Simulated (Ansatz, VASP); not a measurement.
# Cs in VASP and in Ansatz

```
Cs
1.0
     5.31406    0.00000    0.00000
    -2.65703    4.60211    0.00000
     0.00000    0.00000    5.01193
Cs
1
Direct
  0.00000 0.00000 0.00000
```

Alike in both runs: functional PBE; k mesh 12 × 12 × 12; occupations gaussian, width 0.1 eV; no spin polarisation.

Ansatz relaxed the structure, and its values are those at the end. VASP's run is a single point on that final structure, the one shown.

|  | VASP | Ansatz |
| --- | --- | --- |
| version | VASP 6.6.1 | Ansatz 0.2.0 |
| potentials or method | VASP PAW PBE potentials, release 64 (Cs_sv), cutoff 520 eV | scalar-relativistic, plane waves, PAW |
| valence electrons in the cell | 9 | 9 |

```tsv
	VASP	Ansatz	Ansatz less VASP
gap on the k mesh at the Fermi level (eV)	none	none	-
pressure (GPa)	0.0	0.0	+0.01
```

A gap of «none» marks a metal or a gap that the smearing closes.

Spin-orbit coupling is off throughout.
